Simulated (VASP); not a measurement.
CdS (Hawleyite), 2 atoms in the cell. The structure is cubic, space group F-43m (No. 216). Conventional cell: a = 6.043 Å, b = 6.043 Å, c = 6.043 Å, α = 90.00°, β = 90.00°, γ = 90.00°. Within 3.5 Å of Cd (site symmetry -43m) lie 4 S at 2.62 Å. S (site symmetry -43m) has 4 Cd at 2.62 Å within 3.5 Å.  This cell differs from its parent crystal: volume scaled by 1.06.

| Quantity | Value |
| --- | --- |
| Program | VASP 6.6.1 |
| Task | single point |
| Functional | PBE |
| Potentials or basis | VASP PAW PBE potentials, release 64 (Cd, S) |
| Cutoff | 520 eV |
| k mesh | 8 × 8 × 8 |
| Occupations | gaussian, width 0.02 eV |
| Spin | no spin polarisation |
| Dipole correction | no |
| Further INCAR settings | ALGO = Normal; EDIFF = 1e-07; NBANDS = 16 |

Potentials or basis: VASP PAW PBE potentials, release 64 (Cd, S).

Launch:

```bash
$ cat potpaw_PBE.64/Cd/POTCAR potpaw_PBE.64/S/POTCAR > POTCAR
$ mpirun -np 1 vasp_std > vasp.out
```

Hardware: 1 thread of Intel(R) Xeon(R) Platinum 8259CL CPU @ 2.50GHz (Skylake/Cascade Lake) (shared host).

Task: Estimate the wall time of this run.

Result: Wall time 20 s on 1 thread of Intel(R) Xeon(R) Platinum 8259CL CPU @ 2.50GHz (Skylake/Cascade Lake), with other jobs on the host, peak memory 0.18 GiB. Counts: scf iterations 14, k points 29.
